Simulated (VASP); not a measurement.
Runs of VASP 6.6.1 on Ga2O3. The structure is that of space group R-3c (No. 167), or close to it. The cells are those of the table. 

```csv
task,level,potentials or basis,cell,cutoff (eV),smearing,gap on the mesh (eV),pressure (GPa),largest force (eV/Å)
single point,r2SCAN,"VASP PAW PBE potentials, release 64 (Ga_d, O)","a = 5.325 Å, angles 55.8°, 10 atoms",520,fermi-dirac 0.02 eV,3.54,1.9,0.04
single point,r2SCAN,"VASP PAW PBE potentials, release 64 (Ga_d, O)","a = 5.325 Å, angles 55.8°, 10 atoms",520,gaussian 0.01 eV,3.54,1.9,0.04
single point,PBEsol,"VASP PAW PBE potentials, release 64 (Ga_d, O)","a = 5.332 Å, angles 55.9°, 10 atoms",520,fermi-dirac 0.02 eV,(c),0.7,0.03
single point,LDA,"VASP PAW LDA potentials, release 64 (Ga_d, O)","a = 5.276 Å, angles 55.9°, 10 atoms",520,fermi-dirac 0.02 eV,(a),2.1,0.03
relaxation of cell and atoms,PBEsol,"VASP PAW PBE potentials, release 64 (Ga_d, O)","relaxed from a = 5.399 Å, angles 55.9°, 10 atoms",600,fermi-dirac 0.02 eV,2.68,0.0,-
single point,PBE,"VASP PAW PBE potentials, release 64 (Ga_d, O)","a = 5.325 Å, angles 55.8°, 10 atoms",520,fermi-dirac 0.02 eV,2.85,10.4,0.07
single point,PBE,"VASP PAW PBE potentials, release 64 (Ga_d, O)","a = 5.399 Å, angles 55.9°, 10 atoms",520,fermi-dirac 0.02 eV,(b),1.0,0.01
```

Alike in all rows: no spin polarisation; k mesh 6 × 6 × 6.

Estimate the missing entries.

(a) 3.06; (b) 2.39; (c) 2.70.

Caveats: the PAW data sets were made with another functional, which shifts forces and pressure a little (at least some runs); the cell stands under pressure (at least some runs).

A k mesh can miss the band edges, and the runs leave out spin-orbit coupling on Ga.
